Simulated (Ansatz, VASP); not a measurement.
**Two plane-wave programs on SiC**

```xyz
12
Lattice="3.0785 0.0000 0.0000 -1.5392 2.6660 0.0000 0.0000 0.0000 15.1069" Properties=species:S:1:pos:R:3 pbc="T T T"
Si    0.0000    1.7774   12.5838
Si    1.5392    0.8887    5.0304
Si    1.5392    0.8887   10.0688
Si    0.0000    1.7774    2.5153
Si    0.0000    0.0000    7.5493
Si    0.0000    0.0000   15.1027
C     0.0000    0.0000   13.2090
C     0.0000    0.0000    5.6555
C     0.0000    1.7774   10.6957
C     1.5392    0.8887    3.1422
C     1.5392    0.8887    8.1808
C     0.0000    1.7774    0.6274
```

Alike in both runs: functional r2SCAN; k mesh 12 × 12 × 2; occupations gaussian, width 0.02 eV; no spin polarisation.

Ansatz relaxed the structure, and its values are those at the end. VASP's run is a single point on that final structure, the one shown.

```csv
,VASP,Ansatz
version,VASP 6.6.1,Ansatz 0.2.0
potentials or method,"VASP PAW PBE potentials, release 64 (Si, C), cutoff 520 eV","scalar-relativistic, plane waves, PAW"
valence electrons in the cell,48,48
```

Ansatz gave:

| Property | Result |
| --- | --- |
| gap on the k mesh at the Fermi level (eV) | 2.39 |
| least direct gap on the mesh (eV) | 3.54 |
| pressure (GPa) | 0.0 |

Task: Which values does VASP return?

Result: gap on the k mesh at the Fermi level (eV): 2.40; least direct gap on the mesh (eV): 3.56; pressure (GPa): -0.2.

VASP's potentials were made for PBE, not for r2SCAN. With one functional, cell and mesh, what is left measures potentials, basis and numerics.
